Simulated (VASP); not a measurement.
Runs of VASP 6.6.1 on Ag. The structure is that of space group Fm-3m (No. 225), or close to it. The cells are those of the table. 

```tsv
task	cell	cutoff (eV)	gap on the mesh (eV)	pressure (GPa)
single point	a = 2.884 Å, angles 60.0°, 1 atom	520	none	2.2
single point	a = 2.705 Å, angles 60.0°, 1 atom	520	none	(a)
single point	a = 2.828 Å, angles 60.0°, 1 atom	520	none	10.3
relaxation of cell and atoms	relaxed to 20 GPa from a = 2.772 Å, angles 60.0°, 1 atom	600	none	20.0
single point	a = 2.861 Å, angles 60.0°, 1 atom	520	none	5.2
```

Alike in all rows: level r2SCAN; potentials or basis VASP PAW PBE potentials, release 64 (Ag); no spin polarisation; k mesh 18 × 18 × 18; smearing gaussian 0.1 eV.

Fill in the values left out.

(a) 40.8.

Caveats: the PAW data sets were made with another functional, which shifts forces and pressure a little; the cell stands under pressure (at least some runs); the cell is relaxed towards a set pressure, so the run minimises the enthalpy, not the energy (at least some runs).

A k mesh can miss the band edges, and the runs leave out spin-orbit coupling on Ag.

A gap of «none» marks levels without a gap at the run's occupations.
